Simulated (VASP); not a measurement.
CuI:

```
Cu I
1.0
     4.39010    0.00000    0.00000
    -2.19505    3.80194    0.00000
     0.00000    0.00000    8.09573
Cu I
2 2
Direct
  0.33333 0.66667 0.25000
  0.66667 0.33333 0.75000
  0.66667 0.33333 0.25000
  0.33333 0.66667 0.75000
```

* Program: VASP 6.6.1
* Task: relaxation of cell and atoms
* Functional: LDA
* Potentials or basis: VASP PAW LDA potentials, release 64 (Cu, I)
* Cutoff: 600 eV
* k mesh: 6 × 6 × 4
* Occupations: fermi-dirac, width 0.02 eV
* Spin: no spin polarisation

At the start: pressure -3.5 GPa; volume 33.78 Å³/atom.

Problem. How do energy, volume and symmetry change on relaxing?

Solution. Over 41 steps the energy falls by 75.2 meV/atom and the volume is 26.17 Å³/atom (-22.5 %); space group P6_3/mmc (No. 194, to 0.1 Å) before and after.

Step by step:
| step | energy change (eV) | largest force (eV/Å) | pressure (GPa) | volume (Å³) |
| --- | --- | --- | --- | --- |
| 1 | 0.0000 | 0.0000 | -3.54 | 135.12 |
| 3 | -0.1432 | 0.0000 | -0.28 | 124.82 |
| 5 | -0.1931 | 0.0000 | -0.33 | 119.57 |
| 7 | -0.2310 | 0.0000 | 3.35 | 96.64 |
| 9 | -0.2914 | 0.0000 | 1.39 | 102.43 |
| 11 | -0.2895 | 0.0000 | -1.19 | 106.62 |
| 13 | -0.3005 | 0.0000 | -0.17 | 105.59 |
| 15 | -0.3009 | 0.0000 | -0.10 | 105.03 |
| 17 | -0.3009 | 0.0000 | -0.19 | 104.64 |
| 19 | -0.3008 | 0.0000 | 0.07 | 104.50 |
| 21 | -0.3009 | 0.0000 | -0.02 | 104.62 |
| 23 | -0.3009 | 0.0000 | 0.08 | 104.51 |
| 25 | -0.3009 | 0.0000 | -0.10 | 104.87 |
| 27 | -0.3009 | 0.0000 | -0.02 | 104.68 |
| 29 | -0.3009 | 0.0000 | -0.02 | 104.67 |
| 31 | -0.3009 | 0.0000 | -0.01 | 104.76 |
| 33 | -0.3009 | 0.0000 | -0.07 | 104.75 |
| 35 | -0.3009 | 0.0000 | -0.06 | 104.69 |
| 37 | -0.3009 | 0.0000 | -0.02 | 104.67 |
| 39 | -0.3009 | 0.0000 | -0.03 | 104.67 |
| 41 | -0.3009 | 0.0000 | -0.01 | 104.67 |

Final structure:
```
Cu I
1.0
     4.30568    0.00000    0.00000
    -2.15284    3.72882    0.00000
     0.00000    0.00000    6.51957
Cu I
2 2
Direct
  0.33333 0.66667 0.25000
  0.66667 0.33333 0.75000
  0.66667 0.33333 0.25000
  0.33333 0.66667 0.75000
```

Caveat: the volume moved by over 15 % at a fixed basis, so the end points are rough.
